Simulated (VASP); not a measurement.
ZrC, 2 atoms in the cell. Symmetry: Fm-3m, No. 225, cubic system. The conventional cell has a = 4.559 Å, b = 4.559 Å, c = 4.559 Å, α = 90.00°, β = 90.00°, γ = 90.00°. Within 3.0 Å of Zr (site symmetry m-3m) lie 6 C at 2.28 Å. C (site symmetry m-3m) has 6 Zr at 2.28 Å within 3.0 Å.  This cell differs from its parent crystal: strain -0.030 along x and y, -0.030 along z.

* Program: VASP 6.6.1
* Task: single point
* Functional: PBE
* Potentials or basis: VASP PAW PBE potentials, release 64 (Zr_sv, C)
* Cutoff: 520 eV
* k mesh: 18 × 18 × 18
* Occupations: gaussian, width 0.15 eV
* Spin: no spin polarisation
* Dipole correction: no
* Further INCAR settings: ALGO = Normal; EDIFF = 1e-06; NBANDS = 15

Potentials or basis: VASP PAW PBE potentials, release 64 (Zr_sv, C).

Command:

```sh
$ cat potpaw_PBE.64/Zr_sv/POTCAR potpaw_PBE.64/C/POTCAR > POTCAR
$ mpirun -np 1 vasp_std > vasp.out
```

Hardware: 1 thread of Intel(R) Xeon(R) Platinum 8259CL CPU @ 2.50GHz (Skylake/Cascade Lake) (shared host).

Task: Estimate the wall time of this run.

Result: Run time: 41 s on 1 thread of Intel(R) Xeon(R) Platinum 8259CL CPU @ 2.50GHz (Skylake/Cascade Lake) (shared host), peak memory 0.19 GiB. Counts: scf iterations 14, k points 195.
